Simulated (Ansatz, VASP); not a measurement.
## One calculation of Ge, two programs

The input INCAR:

```
ALGO = Normal
EDIFF = 1E-7
ENCUT = 520
GGA = CA
ISIF = 2
ISMEAR = -1
LASPH = T
LCHARG = F
LREAL = F
LWAVE = F
NBANDS = 13
NELM = 60
PREC = Accurate
SIGMA = 0.1
```

The input KPOINTS:

```
k-points
0
Gamma
  15 15 15
```

File POSCAR:

```
Ge
1.0
   -1.5795776598      1.5795776598      1.5795776598
    1.5795776598     -1.5795776598      1.5795776598
    1.5795776598      1.5795776598     -1.5795776598
Ge
1
Direct
    0.0000000000      0.0000000000      0.0000000000
```

Input for Ansatz:

```yaml
crystal:
  lattice:
    - [-1.5795776598, 1.5795776598, 1.5795776598]
    - [1.5795776598, -1.5795776598, 1.5795776598]
    - [1.5795776598, 1.5795776598, -1.5795776598]
  atoms:
    - { symbol: Ge, position: [0.0, 0.0, 0.0] }
hamiltonian:
  xc: lda
  pseudopotentials:
    kind: paw
    azcp:
      Ge: "pseudopotentials/Ge.paw.azcp"
basis:
  ecutwfc: 420
  fft_grid_basis: typed
kpoints:
  mp_grid: { grid: [15, 15, 15], shift: [0, 0, 0] }
magnetization:
  spin_polarized: false
scf:
  occupations: { method: fermi_dirac, width: 0.1 }
  lower_state_search: "off"
output:
  stress: true
  write_density: true
  write_potential: true
  elf: true
  volumetric_format: npy
```

Alike in both runs: task single point; functional LDA; k mesh 15 × 15 × 15; occupations fermi-dirac, width 0.1 eV; no spin polarisation.

|  | VASP | Ansatz |
| --- | --- | --- |
| version | VASP 6.6.1 | Ansatz 0.2.0 |
| potentials or method | VASP PAW LDA potentials, release 64 (Ge_d), cutoff 520 eV | plane waves (420 eV) with PAW, scalar-relativistic |
| valence electrons in the cell | 14 | 14 |

```csv
,VASP,Ansatz,Ansatz less VASP
pressure (GPa),12.8,12.6,-0.13
```

Ansatz warns that its potentials were made for another functional, while VASP's fit it. LDA's correlation is that of Perdew and Zunger in VASP and of Perdew and Wang (1992) in Ansatz.
